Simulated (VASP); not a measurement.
A run of VASP 6.6.1 is set up as follows.

Contents of INCAR:

```
ALGO = Normal ; EDIFF = 1E-6
ENCUT = 600 ; GGA = PE
GGA_COMPAT = False ; ISIF = 2
ISMEAR = 0 ; LASPH = True
LCHARG = False ; LREAL = False
LWAVE = False ; NBANDS = 20
NELM = 120 ; PREC = Accurate
SIGMA = 0.2
```

File KPOINTS:

```
k-points
0
Gamma
  4 4 4
```

File POSCAR:

```
B6N
1.0
    4.1373856095      0.0000000000      0.0000000000
    0.0000000000      4.1373856095      0.0000000000
    0.0000000000      0.0000000000      4.1373856095
B N
6 1
Direct
    0.1949002224      0.5000000000      0.5000000000
    0.5000000000      0.1949002224      0.5000000000
    0.8050997776      0.5000000000      0.5000000000
    0.5000000000      0.8050997776      0.5000000000
    0.5000000000      0.5000000000      0.1949002224
    0.5000000000      0.5000000000      0.8050997776
    0.0000000000      0.0000000000      0.0000000000
```

Potentials or basis: VASP PAW PBE potentials, release 64 (B, N).

Command:

```bash
$ cat potpaw_PBE.64/B/POTCAR potpaw_PBE.64/N/POTCAR > POTCAR
$ mpirun -np 1 vasp_std > vasp.out
```

Predict the band gap on the k mesh.

zero (an odd number of electrons rules out a gap without spin polarisation).

What does it give for the pressure?

0.1 GPa.

Predict the largest force.

0.015 eV/Å.

Forces on the atoms (eV/Å):
```
B   -0.015  0.000  0.000
B    0.000 -0.015  0.000
B    0.015  0.000  0.000
B    0.000  0.015  0.000
B    0.000  0.000 -0.015
B    0.000  0.000  0.015
N    0.000  0.000  0.000
```

Caveat: the k points lie up to 0.38 Å⁻¹ apart, too coarse for converged energies and pressures of a metal.
